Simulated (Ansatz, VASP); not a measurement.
**Se in VASP and in Ansatz**

Contents of INCAR:

```
SYSTEM = Se
  PREC = Accurate
  ENCUT = 520
  EDIFF = 1E-7
  ISMEAR = 0
  SIGMA = 0.02
  LREAL = .FALSE.
  LASPH = .TRUE.
  NELM = 80
  ALGO = Normal
  ISIF = 2
  LWAVE = .FALSE.
  LCHARG = .TRUE.
  GGA = PE
  IVDW = 12
  LELF = .TRUE.
  LVHAR = .TRUE.
  NBANDS = 16
```

The input KPOINTS:

```
Automatic mesh
0
G
  6 6 4
  0 0 0
```

POSCAR

```
Se
1.0
    4.0681465738      0.0000000000      0.0000000000
   -2.0340732869      3.5231182793      0.0000000000
    0.0000000000      0.0000000000      5.1277306233
Se
3
Direct
    0.2473450698      0.0000000000      0.3333333333
    0.0000000000      0.2473450698      0.6666666667
    0.7526549302      0.7526549302      0.0000000000
```

Input for Ansatz:

```yaml
crystal:
  lattice:
    - [4.0681465738, 0.0, 0.0]
    - [-2.0340732869, 3.5231182793, 0.0]
    - [0.0, 0.0, 5.1277306233]
  atoms:
    - { symbol: Se, position: [0.2473450698, 0.0, 0.3333333333] }
    - { symbol: Se, position: [0.0, 0.2473450698, 0.6666666667] }
    - { symbol: Se, position: [0.7526549302, 0.7526549302, 0.0] }
basis:
  ecutwfc: 420
kpoints:
  mp_grid: { grid: [6, 6, 4] }
  band_path:
    path:
      - [0.0, 0.0, 0.0]
      - [0.5, 0.0, 0.0]
      - [0.3333333333, 0.3333333333, 0.0]
      - [0.0, 0.0, 0.5]
      - [0.5, 0.0, 0.5]
      - [0.3333333333, 0.3333333333, 0.5]
      - [0.255208, 0.372396, -0.5]
    npoints: 1
hamiltonian:
  xc: pbe
  dispersion: d3bj
scf:
  occupations: { method: gaussian, width: 0.02 }
  n_extra_bands: 4
output:
  forces: true
  stress: true
  eigenvalues: true
```

Alike in both runs: task single point; functional PBE; dispersion D3(BJ); k mesh 6 × 6 × 4; occupations gaussian, width 0.02 eV; no spin polarisation.

|  | VASP | Ansatz |
| --- | --- | --- |
| version | VASP 6.6.1 | Ansatz 0.2.0 |
| potentials or method | VASP PAW PBE potentials, release 64 (Se), cutoff 520 eV | scalar-relativistic, plane waves, PAW |
| valence electrons in the cell | 18 | 48 |

```tsv
	VASP	Ansatz	Ansatz less VASP
gap on the k mesh at the Fermi level (eV)	0.53	0.54	+0.010
least direct gap on the mesh (eV)	0.53	0.54	+0.010
pressure (GPa)	0.1	0.0	-0.10
rms of the force components (eV/Å)	0.008	0.004	-0.0038
```

Atom by atom the forces differ by 0.012 eV/Å (rms over components). VASP's potentials hold 18 valence electrons a cell and Ansatz's 48, so a difference there can come from the potentials and not from the codes.
